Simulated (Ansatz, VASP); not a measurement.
## One calculation of Sn2Pb, two programs

```xyz
3
Lattice="5.6119 0.0000 0.0000 -2.8060 4.8601 0.0000 0.0000 0.0000 3.1922" Properties=species:S:1:pos:R:3 pbc="T T T"
Sn    0.0000    3.2400    1.5961
Sn    2.8060    1.6200    1.5961
Pb    0.0000    0.0000    0.0000
```

Change from the starting cell: species swapped into the CeHg2 type (P6/mmm, No. 191).

Alike in both runs: functional PBE; k mesh 5 × 5 × 6; occupations gaussian, width 0.2 eV; no spin polarisation.

Ansatz relaxed the structure, and its values are those at the end. VASP's run is a single point on that final structure, the one shown.

|  | VASP | Ansatz |
| --- | --- | --- |
| version | VASP 6.6.1 | Ansatz 0.2.0 |
| potentials or method | VASP PAW PBE potentials, release 64 (Sn_d, Pb_d), cutoff 520 eV | scalar-relativistic, plane waves, PAW |
| valence electrons in the cell | 42 | 42 |

VASP gave:

* gap on the k mesh at the Fermi level (eV): none
* pressure (GPa): 0.3

Task: Which values does Ansatz return?

Result: gap on the k mesh at the Fermi level (eV): none; pressure (GPa): 0.4.

A gap of «none» marks a metal or a gap that the smearing closes. With one functional, cell and mesh, what is left measures potentials, basis and numerics.

Neither program's run includes spin-orbit coupling.
